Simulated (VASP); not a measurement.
Wanted: the native input for a VASP 6.6.1 run.

```
Task                   : relaxation of cell and atoms
Functional             : PBEsol
Potentials or basis    : VASP PAW PBE potentials, release 64 (Pt)
Cutoff                 : 600 eV
k mesh                 : 11 × 11 × 6
Occupations            : fermi-dirac, width 0.05 eV
Spin                   : no spin polarisation
Target pressure        : 20 GPa
Dipole correction      : no
Further INCAR settings : ALGO = Normal; EDIFF = 1e-06; IBRION = 2; EDIFFG = -0.005; NSW = 80; ISIF = 3
```

The structure of Pt lies in POSCAR:

```
Pt
1.0
    2.7606656158      0.0000000000      0.0000000000
   -1.3803328079      2.3908065546      0.0000000000
    0.0000000000      0.0000000000      4.7921340000
Pt
2
Direct
    0.3333333333      0.6666666667      0.2500000000
    0.6666666667      0.3333333333      0.7500000000
```

This isn't the form of Pt at room conditions, which is fcc.

The input as run:

INCAR

```
SYSTEM = Pt
ALGO     = Normal         ! electronic algorithm
EDIFF    = 1E-6           ! SCF threshold, eV
EDIFFG   = -0.005         ! ionic threshold
ENCUT    = 600            ! plane-wave cutoff, eV
GGA      = PS             ! functional
IBRION   = 2              ! ionic algorithm
ISIF     = 3              ! what is computed and relaxed
ISMEAR   = -1             ! smearing method
LASPH    = .TRUE.         ! aspherical terms in the spheres
LCHARG   = .FALSE.        ! write CHGCAR
LREAL    = .FALSE.        ! projectors in reciprocal space
LWAVE    = .FALSE.        ! write WAVECAR
NELM     = 60             ! most SCF steps
NSW      = 80             ! ionic steps
PREC     = Accurate       ! precision mode
PSTRESS  = 200.0        
SIGMA    = 0.05           ! smearing width, eV
```

KPOINTS

```
k-points
0
G
  11 11 6
  0 0 0
```

Potentials or basis: VASP PAW PBE potentials, release 64 (Pt).

The run is started by

```sh
$ cat potpaw_PBE.64/Pt/POTCAR > POTCAR
$ mpirun -np 1 vasp_std > vasp.out
```

Results of the run:

```json
{
 "Relaxed volume": "14.24 Å³/atom",
 "Relaxed cell": "a = 2.684 Å, b = 2.684 Å, c = 4.565 Å, α = 90.00°, β = 90.00°, γ = 120.00°",
 "Space group after relaxing (to 0.1 Å)": "P6_3/mmc (No. 194)",
 "Energy change on relaxing (the run minimises the enthalpy)": "+26.5 meV/atom",
 "Ionic steps": "10",
 "Pressure after relaxing": "20.0 GPa",
 "Band gap on the k mesh": "zero (bands 10 and 11 overlap by 1.39 eV)"
}
```

Caveat: the cell is relaxed towards a set pressure, so the run minimises the enthalpy, not the energy; the PAW data sets were made with another functional, which shifts forces and pressure a little; spin-orbit coupling is left out, which moves the levels of the heavy elements.

Wall time 3.4 min on 1 thread of Intel Xeon 8259CL, on a shared host, peak memory 0.19 GiB.
